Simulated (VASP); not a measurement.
Crystal: Ga3F2.

```
Ga F
1.0
     3.01345    0.00000    0.00000
    -1.50673    2.60973    0.00000
     0.00000    0.00000    9.87404
Ga F
3 2
Direct
  0.00000 0.00000 0.00000
  0.33333 0.66667 0.62614
  0.66667 0.33333 0.37386
  0.33333 0.66667 0.19894
  0.66667 0.33333 0.80106
```

```yaml
Program: VASP 6.6.1
Task: relaxation of cell and atoms
Functional: PBE
Potentials_or_basis: VASP PAW PBE potentials, release 64 (Ga_d, F)
Cutoff: 600 eV
k_mesh: 12 × 12 × 4
Occupations: gaussian, width 0.1 eV
Spin: no spin polarisation
```

At the start: pressure 0.5 GPa; volume 15.53 Å³/atom.

**Question.** Where does the relaxation end?

**Answer.** Over 23 steps the energy falls by 12.7 meV/atom and the volume is 16.01 Å³/atom (+3.1 %); space group P-3m1 (No. 164, to 0.05 Å).

Step by step:
```tsv
step	energy change (eV)	largest force (eV/Å)	pressure (GPa)	volume (Å³)
1	0.0000	0.2318	0.48	77.65
2	-0.0087	0.1650	0.22	78.18
3	-0.0222	0.1325	-0.27	79.46
4	-0.0418	0.0857	-0.83	82.05
5	-0.0526	0.0587	-0.25	81.19
6	-0.0542	0.1327	0.15	80.72
7	-0.0588	0.0691	-0.06	80.63
8	-0.0590	0.0547	-0.13	80.60
9	-0.0599	0.0568	-0.04	80.34
10	-0.0616	0.0559	0.26	79.57
11	-0.0622	0.0259	0.04	79.67
12	-0.0624	0.0342	-0.08	79.74
13	-0.0624	0.0500	-0.26	79.88
14	-0.0625	0.0376	0.08	79.77
15	-0.0625	0.0442	-0.17	79.83
16	-0.0625	0.0413	-0.02	79.80
17	-0.0628	0.0374	-0.05	79.83
18	-0.0631	0.0290	-0.02	79.90
19	-0.0633	0.0163	0.11	79.87
20	-0.0633	0.0077	0.17	79.84
21	-0.0635	0.0080	0.04	79.91
22	-0.0635	0.0087	0.05	79.96
23	-0.0636	0.0084	-0.01	80.05
```

Final structure:
```yaml
crystal:
  lattice:
    - [2.97942, 0.00000, 0.00000]
    - [-1.48971, 2.58025, 0.00000]
    - [0.00000, 0.00000, 10.41227]
  atoms:
    - { symbol: Ga, position: [0.00000, 0.00000, 0.00000] }
    - { symbol: Ga, position: [0.33333, 0.66667, 0.63456] }
    - { symbol: Ga, position: [0.66667, 0.33333, 0.36544] }
    - { symbol: F, position: [0.33333, 0.66667, 0.21289] }
    - { symbol: F, position: [0.66667, 0.33333, 0.78711] }
```

Caveat: an odd number of electrons without spin polarisation forces a metal; a magnetic or distorted state may lie lower.
